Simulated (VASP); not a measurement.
# NiO (F-43m) in VASP: notebook

The runs below take NiO through single point, with PBE+U.

All numbers are computed with VASP 6.6.1; they aren't measurements. Logs are shortened: lines on timing, memory, paths and dates and some standing lists are left out, and cuts for length are marked.

### Step 1. The cell of the first run

Symmetry: F-43m, No. 216, cubic system. The conventional cell has a = 4.537 Å, b = 4.537 Å, c = 4.537 Å, α = 90.00°, β = 90.00°, γ = 90.00°. Ni (site symmetry -43m) has 4 O at 1.96 Å within 2.6 Å. O (site symmetry -43m) has 4 Ni at 1.96 Å within 2.6 Å.

### Step 2. Single point, PBE+U, collinear spin, ferromagnetic start

The input, INCAR:

```
SYSTEM = NiO
  ALGO = Normal
  EDIFF = 1E-7
  ENCUT = 520
  GGA = PE
  ISIF = 2
  ISMEAR = 0
  ISPIN = 2
  LASPH = .True.
  LCHARG = .False.
  LDAU = .True.
  LDAUJ = 0 0
  LDAUL = 2 -1
  LDAUPRINT = 1
  LDAUTYPE = 2
  LDAUU = 6.2 0
  LMAXMIX = 4
  LORBIT = 11
  LREAL = .False.
  LWAVE = .False.
  MAGMOM = 2 0
  NBANDS = 19
  NELM = 150
  PREC = Accurate
  SIGMA = 0.05
```

The input, KPOINTS:

```
k-points
0
Gamma
  10 10 10
  0 0 0
```

The input, POSCAR:

```
NiO
1.0
    0.0000000000      2.2685246777      2.2685246777
    2.2685246777      0.0000000000      2.2685246777
    2.2685246777      2.2685246777      0.0000000000
Ni O
1 1
Direct
    0.0000000000      0.0000000000      0.0000000000
    0.2500000000      0.2500000000      0.2500000000
```

Potentials or basis: VASP PAW PBE potentials, release 64 (Ni, O).

Run with:

```console
> cat potpaw_PBE.64/Ni/POTCAR potpaw_PBE.64/O/POTCAR > POTCAR
> mpirun -np 1 vasp_std > vasp.out
```

OUTCAR:

```text
SYSTEM = NiO
   EDIFF = 1E-7
   ENCUT = 520
   GGA = PE
   ISIF = 2
   ISMEAR = 0
   ISPIN = 2
   LASPH = .True.
   LORBIT = 11
   LREAL = .False.
   NELM = 150
   PREC = Accurate

 ion  position               nearest neighbor table
   1  0.000  0.000  0.000-   2 1.96   2 1.96   2 1.96   2 1.96
   2  0.250  0.250  0.250-   1 1.96   1 1.96   1 1.96   1 1.96

  LATTYP: Found a face centered cubic cell.
 ALAT       =     4.5370493554

  Lattice vectors:

 A1 = (   0.0000000000,   2.2685246777,   2.2685246777)
 A2 = (   2.2685246777,   0.0000000000,   2.2685246777)
 A3 = (   2.2685246777,   2.2685246777,   0.0000000000)

Analysis of symmetry for initial positions (statically):
=====================================================================
 Subroutine PRICEL returns:
 Original cell was already a primitive cell.

 Routine SETGRP: Setting up the symmetry group for a
 face centered cubic supercell.

 Subroutine GETGRP returns: Found 24 space group operations
 (whereof 24 operations were pure point group operations)
 out of a pool of 48 trial point group operations.

The static configuration has the point symmetry T_d .

Analysis of symmetry for dynamics (positions and initial velocities):
=====================================================================
 Subroutine PRICEL returns:
 Original cell was already a primitive cell.

 Routine SETGRP: Setting up the symmetry group for a
 face centered cubic supercell.

 Subroutine GETGRP returns: Found 24 space group operations
 (whereof 24 operations were pure point group operations)
 out of a pool of 48 trial point group operations.

The dynamic configuration has the point symmetry T_d .

Analysis of structural, dynamic, and magnetic symmetry:
=====================================================================
 Subroutine PRICEL returns:
 Original cell was already a primitive cell.

 Routine SETGRP: Setting up the symmetry group for a
 face centered cubic supercell.

 Subroutine GETGRP returns: Found 24 space group operations
 (whereof 24 operations were pure point group operations)
 out of a pool of 48 trial point group operations.

The overall configuration has the point symmetry T_d .

 Subroutine INISYM returns: Found 24 space group operations
 (whereof 24 operations are pure point group operations),
 and found     1 'primitive' translations

----------------------------------------------------------------------------------------

                                     Primitive cell

  volume of cell :      23.3486

  direct lattice vectors                    reciprocal lattice vectors
     0.000000000  2.268524678  2.268524678    -0.220407565  0.220407565  0.220407565
     2.268524678  0.000000000  2.268524678     0.220407565 -0.220407565  0.220407565
     2.268524678  2.268524678  0.000000000     0.220407565  0.220407565 -0.220407565

  length of vectors
     3.208178366  3.208178366  3.208178366     0.381757101  0.381757101  0.381757101

  position of ions in fractional coordinates (direct lattice)
     0.000000000  0.000000000  0.000000000
     0.250000000  0.250000000  0.250000000

  ion indices of the primitive-cell ions
   primitive index   ion index
                 1           1
                 2           2

----------------------------------------------------------------------------------------

 KPOINTS: k-points

[... 63 lines left out ...]
   LSORBIT =      F    spin-orbit coupling
   LASPH  =      T    aspherical Exc in radial PAW
   ENCUT  =  520.0 eV  38.22 Ry    6.18 a.u.   5.97  5.97  5.97*2*pi/ulx,y,z
   NELM   =    150;   NELMIN=  2; NELMDL= -5     # of ELM steps
   EDIFF  = 0.1E-06   stopping-criterion for ELM
   LREAL  =      F    real-space projection
   EDIFFG = 0.1E-05   stopping-criterion for IOM
   NSW    =      0    number of steps for IOM
   IBRION =     -1    ionic relax: 0-MD 1-quasi-New 2-CG
   NFREE  =      0    steps in history (QN), initial steepest desc. (CG)
   ISIF   =      2    stress and relaxation
   ISYM   =      2    0-nonsym 1-usesym 2-fastsym
   POTIM  = 0.5000    time-step for ionic-motion
   TEBEG  =    0.0;   TEEND  =   0.0 temperature during run
   PSTRESS=    0.0 pullay stress
   NELECT =      16.0000    total number of electrons
   NUPDOWN=      -1.0000    fix difference up-down
   EMIN   =  10.00;   EMAX   =-10.00  energy-range for DOS
   EFERMI =   0.00;   METHOD = LEGACY
   ISMEAR =     0;   SIGMA  =   0.05  broadening in eV -4-tet -1-fermi 0-gaus
   EFERMI_NEDOS =   21; number of points for ismear=-14 and -15
   IALGO  =     38    algorithm
   IMIX   =      4    mixing-type and parameters
     AMIX     =   0.40;   BMIX     =  1.00
     AMIX_MAG =   1.60;   BMIX_MAG =  1.00
  volume/ion in A,a.u.               =      11.67        78.78
  Fermi-wavevector in a.u.,A,eV,Ry     =   1.443316  2.727471 28.343113  2.083160
  Thomas-Fermi vector in A             =   2.561737
   LORBIT       =     11    0 simple, 1 ext, 2 COOP (PROOUT), +10 PAW based schemes
 LDA+U is selected, type is set to LDAUTYPE =  2
   angular momentum for each species LDAUL =     2   -1
   U (eV)           for each species LDAUU =   6.2  0.0
   J (eV)           for each species LDAUJ =   0.0  0.0
   GGA     = PE    functional components
   LHFCALC =     F    Hartree Fock is set to
   AEXX    =    0.0000 exact exchange contribution
   IVDW    =     0    specifies the selected vdW correction
   LEPSILON=     F    determine dielectric tensor
   LRPA    =     F    only Hartree local field effects (RPA)
 spin polarized calculation
 Gauss-broadening in eV      SIGMA  =   0.05
  energy-cutoff  :      520.00
  volume of cell :       23.35
 maximum number of plane-waves:       639
   NGX = 11   NGY = 11   NGZ = 11

atom =   1  type =  1  l = 2

 onsite density matrix

spin component  1

  1.0098  0.0000 -0.0000  0.0000  0.0000
  0.0000  1.0098 -0.0000 -0.0000  0.0000
 -0.0000 -0.0000  0.9845 -0.0000 -0.0000
  0.0000 -0.0000 -0.0000  1.0098 -0.0000
  0.0000  0.0000 -0.0000 -0.0000  0.9845

spin component  2

  0.4610 -0.0000  0.0000 -0.0000  0.0000
 -0.0000  0.4610  0.0000  0.0000 -0.0000
  0.0000  0.0000  0.9718  0.0000  0.0000
 -0.0000  0.0000  0.0000  0.4610  0.0000
  0.0000 -0.0000  0.0000  0.0000  0.9718

 occupancies and eigenvectors

  o =  0.4610  v =  0.0000  0.0000  0.0000  0.0000  0.0000  0.0000  0.0197  0.0000 -0.9998  0.0000      0.0000  0.0000  0.0000  0.0000  0.0000  0.0000  0.0000  0.0000  0.0000  0.0000
  o =  0.4610  v =  0.0000  0.0000  0.0000  0.0000  0.0000  0.0000 -0.9998  0.0000 -0.0197  0.0000      0.0000  0.0000  0.0000  0.0000  0.0000  0.0000  0.0000  0.0000  0.0000  0.0000
  o =  0.4610  v =  0.0000  0.0000  0.0000  0.0000  0.0000  1.0000  0.0000  0.0000  0.0000  0.0000      0.0000  0.0000  0.0000  0.0000  0.0000  0.0000  0.0000  0.0000  0.0000  0.0000
  o =  0.9718  v =  0.0000  0.0000  0.0000  0.0000  0.0000  0.0000  0.0000 -0.0275  0.0000  0.9996      0.0000  0.0000  0.0000  0.0000  0.0000  0.0000  0.0000  0.0000  0.0000  0.0000
  o =  0.9718  v =  0.0000  0.0000  0.0000  0.0000  0.0000  0.0000 -0.0000 -0.9996 -0.0000 -0.0275      0.0000  0.0000  0.0000  0.0000  0.0000  0.0000  0.0000  0.0000  0.0000  0.0000
  o =  0.9845  v =  0.0000 -0.0000  0.1338  0.0000  0.9910  0.0000  0.0000  0.0000  0.0000  0.0000      0.0000  0.0000  0.0000  0.0000  0.0000  0.0000  0.0000  0.0000  0.0000  0.0000
  o =  0.9845  v =  0.0000 -0.0000 -0.9910  0.0000  0.1338  0.0000  0.0000  0.0000  0.0000  0.0000      0.0000  0.0000  0.0000  0.0000  0.0000  0.0000  0.0000  0.0000  0.0000  0.0000
  o =  1.0098  v =  1.0000  0.0000  0.0000  0.0000  0.0000  0.0000  0.0000  0.0000  0.0000  0.0000      0.0000  0.0000  0.0000  0.0000  0.0000  0.0000  0.0000  0.0000  0.0000  0.0000
  o =  1.0098  v =  0.0000  0.8499 -0.0000 -0.5269  0.0000  0.0000  0.0000  0.0000  0.0000  0.0000      0.0000  0.0000  0.0000  0.0000  0.0000  0.0000  0.0000  0.0000  0.0000  0.0000
  o =  1.0098  v =  0.0000  0.5269  0.0000  0.8499 -0.0000  0.0000  0.0000  0.0000  0.0000  0.0000      0.0000  0.0000  0.0000  0.0000  0.0000  0.0000  0.0000  0.0000  0.0000  0.0000

 number of electron      16.0000001 magnetization       2.0000052

 Free energy of the ion-electron system (eV)
  ---------------------------------------------------
  ext. energy  EPLUGINS =         0.00000000
  ---------------------------------------------------
  free energy    TOTEN  =        -8.72116642 eV

  energy without entropy =       -8.71823874  energy(sigma->0) =       -8.71970258

 E-fermi :   5.4529     XC(G=0): -10.9758

 val. band max:        5.4492213803   @ k =   0.5000   0.4000   0.0000
 cond. band min:       5.4579961629   @ k =   0.5000   0.5000   0.0000
 fundamental gap:      0.0087747826
 Fermi energy:         5.4528948445

 spin component 1

 k-point     1 :       0.0000    0.0000    0.0000
  band No.  band energies     occupation
      1     -14.3314      1.00000
      2      -2.5428      1.00000
      3      -2.5428      1.00000
      4      -2.5428      1.00000
      5      -0.0617      1.00000
      6      -0.0616      1.00000
[... 1049 lines left out ...]
     18      33.7575      0.00000
     19      34.3036      0.00000

 [... further k-points ...]

------------------------ aborting loop because EDIFF is reached ----------------------------------------

  FORCE on cell =-STRESS in cart. coord.  units (eV):
  Direction    XX          YY          ZZ          XY          YZ          ZX
  --------------------------------------------------------------------------------------
  -------------------------------------------------------------------------------------
  Total       -1.2869430     -1.2869430     -1.2869430      0.0000000     -0.0000000      0.0000000
  in kB      -88.3098968    -88.3098968    -88.3098968      0.0000000     -0.0000000      0.0000000
  external PRESSURE =     -88.3098968 kB  Pullay stress =       0.0000000 kB

 VOLUME and BASIS-vectors are now :
 -----------------------------------------------------------------------------
  energy-cutoff  :      520.00
  volume of cell :       23.35
      direct lattice vectors                 reciprocal lattice vectors
     0.000000000  2.268524678  2.268524678    -0.220407565  0.220407565  0.220407565
     2.268524678  0.000000000  2.268524678     0.220407565 -0.220407565  0.220407565
     2.268524678  2.268524678  0.000000000     0.220407565  0.220407565 -0.220407565

 POSITION                                       TOTAL-FORCE (eV/Angst)
 -----------------------------------------------------------------------------------
      0.00000      0.00000      0.00000         0.000000     -0.000000     -0.000000
      1.13426      1.13426      1.13426        -0.000000      0.000000      0.000000
 -----------------------------------------------------------------------------------
    total drift:                                0.000000      0.000000      0.000000

  FREE ENERGIE OF THE ION-ELECTRON SYSTEM (eV)
  ---------------------------------------------------
  free  energy   TOTEN  =        -8.7211664174 eV

  energy  without entropy=       -8.7182387383  energy(sigma->0) =       -8.71970258

 total charge

# of ion       s       p       d       tot
------------------------------------------
    1        0.370   0.447   8.296   9.112
    2        1.550   3.423   0.000   4.973
--------------------------------------------------
tot          1.920   3.869   8.296  14.085

 magnetization (x)

# of ion       s       p       d       tot
------------------------------------------
    1        0.003   0.026   1.670   1.699
    2        0.013   0.291   0.000   0.305
--------------------------------------------------
tot          0.016   0.317   1.670   2.004
```

Run time: 76 s. Hardware: 1 thread of AMD EPYC 7R43 (Zen 3), shared host; peak memory 0.12 GiB.

What came out:

| Quantity | Value |
| --- | --- |
| Free energy | -8.7212 eV |
| Pressure | -8.8 GPa |
| Band gap on the k mesh | zero (filled and empty bands overlap) |
| Net moment | 2.00 μB per cell |
| Site moments | Ni +1.70; O +0.30 μB |
| Valence electrons inside the program's atomic spheres | Ni 9.11; O 4.97 |

Eigenvalues of the final occupation matrices:
```csv
site,spin,trace,eigenvalues
site 1 d,1,5.00,0.98 0.98 1.01 1.01 1.01
site 1 d,2,3.33,0.46 0.46 0.46 0.97 0.97
```

Caveat: a cell with one magnetic atom can't hold antiferromagnetic order, which such compounds often take.

### Step 3. Single point, PBE+U, collinear spin, ferromagnetic start

This run uses another cell than the first one, of 12.51 Å³/atom, 1.072 times its volume.

The input, INCAR:

```
PREC = Accurate
ENCUT = 520
EDIFF = 1E-7
ISMEAR = 0
SIGMA = 0.05
LREAL = F
LASPH = T
NELM = 150
ALGO = Normal
ISIF = 2
LWAVE = F
LCHARG = T
ISPIN = 2
MAGMOM = 1.89 0.13
LORBIT = 11
LMAXMIX = 4
LDAU = T
LDAUTYPE = 2
LDAUL = 2 -1
LDAUU = 6.2 0
LDAUJ = 0 0
LDAUPRINT = 1
GGA = PE
LELF = T
LVHAR = T
NBANDS = 19
```

The input, KPOINTS:

```
regular mesh
0
Gamma
  10 10 10
```

The input, POSCAR:

```
NiO
1.0
    0.0000000000      2.3215458109      2.3215458109
    2.3215458109      0.0000000000      2.3215458109
    2.3215458109      2.3215458109      0.0000000000
Ni O
1 1
Direct
    0.0000000000      0.0000000000      0.0000000000
    0.2500000000      0.2500000000      0.2500000000
```

Potentials or basis: VASP PAW PBE potentials, release 64 (Ni, O).

Run with:

```console
> cat potpaw_PBE.64/Ni/POTCAR potpaw_PBE.64/O/POTCAR > POTCAR
> mpirun -np 1 vasp_std > vasp.out
```

It took 69 s on 1 thread of AMD EPYC 7R43 (Zen 3), shared host; peak memory 0.13 GiB.

The run converged. Its results:

```
Free energy                                           : -8.5948 eV
Pressure                                              : -15.2 GPa
Band gap on the k mesh                                : zero (filled and empty bands overlap)
Net moment                                            : 2.00 μB per cell
Site moments                                          : Ni +1.70; O +0.30 μB
Valence electrons inside the program's atomic spheres : Ni 8.99; O 4.94
```

Levels at points of the mesh, in eV from the Fermi level:
Spin up:
```
           k point  band 7  band 8  band 9  band 10  band 11  band 12
(0.00, 0.00, 0.00)   -1.59   -1.59   -1.59     0.08    13.26    13.26
(0.50, 0.00, 0.00)   -5.47   -2.23   -2.23     5.15     6.55    12.41
(0.50, 0.50, 0.00)   -3.97   -3.52   -3.52     4.52     8.73     9.96
```
Spin down:
```csv
k point,band 5,band 6,band 7,band 8,band 9,band 10
"(0.00, 0.00, 0.00)",-4.41,-4.41,0.28,1.57,1.57,1.57
"(0.50, 0.00, 0.00)",-3.31,-3.31,-0.54,0.74,0.74,5.46
"(0.50, 0.50, 0.00)",-4.02,-3.12,-1.20,0.03,0.03,5.35
```

Eigenvalues of the final occupation matrices:
```tsv
site	spin	trace	eigenvalues
site 1 d	1	4.98	0.98 0.98 1.00 1.00 1.00
site 1 d	2	3.30	0.45 0.45 0.45 0.97 0.97
```

Caveat: a cell with one magnetic atom can't hold antiferromagnetic order, which such compounds often take. The state reached can hang on the start; a lower one may exist.
